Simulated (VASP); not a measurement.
A run of VASP 6.6.1:

File POSCAR:

```
GaP
1.0
    1.9033506749      1.0989000245      6.2995322420
   -1.9033506749      1.0989000245      6.2995322420
    0.0000000000     -2.1978000491      6.2995322420
Ga P
2 2
Direct
    0.5646280000      0.5646280000      0.5646280000
    0.4353720000      0.4353720000      0.4353720000
    0.9426110000      0.9426110000      0.9426110000
    0.0573890000      0.0573890000      0.0573890000
```

INCAR.step1

```
SYSTEM = GaP
ALGO = Normal ; EDIFF = 1E-4
ENCUT = 520 ; GGA = PE
ISMEAR = -1 ; LASPH = .TRUE.
LCHARG = .FALSE. ; LREAL = .FALSE.
LWAVE = .TRUE. ; NBANDS = 26
NELM = 60 ; PREC = Accurate
SIGMA = 0.05
```

INCAR.step2

```
SYSTEM = GaP
ALGO = Normal ; EDIFF = 1E-7
ENCUT = 520 ; ISIF = 2
ISMEAR = -1 ; ISTART = 1
LASPH = .TRUE. ; LCHARG = .FALSE.
LMIXTAU = .TRUE. ; LREAL = .FALSE.
LWAVE = .FALSE. ; METAGGA = R2SCAN
NBANDS = 26 ; NELM = 60
PREC = Accurate ; SIGMA = 0.05
```

The input KPOINTS:

```
k-points
0
G
  8 8 8
  0 0 0
```

Potentials or basis: VASP PAW PBE potentials, release 64 (Ga_d, P).

Launch:

```bash
$ cat potpaw_PBE.64/Ga_d/POTCAR potpaw_PBE.64/P/POTCAR > POTCAR
$ cp INCAR.step1 INCAR
$ mpirun -np 1 vasp_std > vasp.out
$ cp INCAR.step2 INCAR
$ mpirun -np 1 vasp_std > vasp.out
```

Hardware: 1 thread of Intel(R) Xeon(R) 6975P-C (Granite Rapids), on a shared host.

**Question.** How long does it take, and how much memory?

**Answer.** It took 12 min on 1 thread of Intel(R) Xeon(R) 6975P-C (Granite Rapids), on a shared host, peak memory 0.44 GiB. Counts: k points 65.
